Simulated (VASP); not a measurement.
The system is Zn2GeN.

```
Zn Ge N
1.0
     3.89308    0.00000    0.00000
    -1.94654    3.37150    0.00000
     0.00000    0.00000    4.39322
Zn Ge N
2 1 1
Direct
  0.66667 0.33333 0.50000
  0.33333 0.66667 0.50000
  0.33333 0.66667 0.00000
  0.00000 0.00000 0.50000
```

| Property | Result |
| --- | --- |
| Program | VASP 6.6.1 |
| Task | relaxation of cell and atoms |
| Functional | PBE |
| Potentials or basis | VASP PAW PBE potentials, release 64 (Zn, Ge_d, N) |
| Cutoff | 600 eV |
| k mesh | 6 × 6 × 4 |
| Occupations | gaussian, width 0.1 eV |
| Spin | no spin polarisation |

At the start: pressure 22.6 GPa; volume 14.42 Å³/atom.

Question: Where does the relaxation end?

Answer: Over 7 steps the energy falls by 229.5 meV/atom and the volume is 17.82 Å³/atom (+23.6 %); space group P-6m2 (No. 187, to 0.05 Å).

Step by step:
```csv
step,energy change (eV),largest force (eV/Å),pressure (GPa),volume (Å³)
1,0.0000,0.0000,22.59,57.66
2,-0.8224,0.0000,-4.49,76.23
3,-0.8814,0.0000,-0.47,71.19
4,-0.8817,0.0000,-0.89,71.63
5,-0.9129,0.0000,-0.10,71.04
6,-0.9172,0.0000,0.50,70.71
7,-0.9180,0.0000,-0.08,71.26
```

Final structure:
```xyz
4
Lattice="4.0448 0.0000 0.0000 -2.0224 3.5029 0.0000 0.0000 0.0000 5.0295" Properties=species:S:1:pos:R:3 pbc="T T T"
Zn    2.0224    1.1676    2.5148
Zn    0.0000    2.3353    2.5148
Ge    0.0000    2.3353    0.0000
N     0.0000    0.0000    2.5148
```

Caveat: the volume moved by over 15 % at a fixed basis, so the end points are rough.
